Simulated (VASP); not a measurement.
Here is a VASP 6.6.1 calculation.

The input INCAR:

```
ALGO = Normal
EDIFF = 1E-6
ENCUT = 520
GGA = PE
ISIF = 2
ISMEAR = 0
LASPH = T
LCHARG = T
LELF = T
LREAL = F
LVHAR = T
LWAVE = F
NBANDS = 50
NELM = 100
PREC = Accurate
SIGMA = 0.01
```

KPOINTS

```
k-points
0
Gamma
  6 6 6
```

The input POSCAR:

```
Sn3GeTe4
1.0
    6.3202447000      0.0000000000      0.0000000000
    0.0000000000      6.3202447000      0.0000000000
    0.0000000000      0.0000000000      6.3202447000
Sn Ge Te
3 1 4
Direct
    0.5000000000      0.0000000000      0.5000000000
    0.0000000000      0.5000000000      0.5000000000
    0.5000000000      0.5000000000      0.0000000000
    0.0000000000      0.0000000000      0.0000000000
    0.5000000000      0.5000000000      0.5000000000
    0.0000000000      0.5000000000      0.0000000000
    0.5000000000      0.0000000000      0.0000000000
    0.0000000000      0.0000000000      0.5000000000
```

Potentials or basis: VASP PAW PBE potentials, release 64 (Sn_d, Ge_d, Te).

Command:

```console
$ cat potpaw_PBE.64/Sn_d/POTCAR potpaw_PBE.64/Ge_d/POTCAR potpaw_PBE.64/Te/POTCAR > POTCAR
$ mpirun -np 1 vasp_std > vasp.out
```

Task: Predict the band gap on the k mesh.

Result: 0.19 eV, direct.

Task: What does it give for the pressure?

Result: 0.0 GPa.

Caveat: spin-orbit coupling is left out, which moves the levels of the heavy elements. A k mesh can miss the band edges.
